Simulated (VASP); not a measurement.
Runs of VASP 6.6.1 on Y. The structure is that of space group Fd-3m (No. 227), or close to it. The cells are those of the table. This isn't the form of Y at room conditions, which is hcp.

| cell | gap on the mesh (eV) | pressure (GPa) |
| --- | --- | --- |
| a = 3.720 Å, angles 60.0°, 2 atoms | none | (a) |
| a = 3.822 Å, angles 60.0°, 2 atoms | none | 40.1 |
| a = 3.985 Å, angles 60.0°, 2 atoms | none | 20.1 |
| a = 4.830 Å, angles 60.0°, 2 atoms | none | 0.0 |

Alike in all rows: task single point; level PBEsol; potentials or basis VASP PAW PBE potentials, release 64 (Y_sv); no spin polarisation; k mesh 11 × 11 × 11; cutoff (eV) 500; smearing fermi-dirac 0.05 eV.

Question: Fill in the values left out.

Answer: (a) 60.0.

Caveats: the PAW data sets were made with another functional, which shifts forces and pressure a little; the cell stands under pressure (at least some runs).

A k mesh can miss the band edges, and the runs leave out spin-orbit coupling on Y.

A gap of «none» marks levels without a gap at the run's occupations.
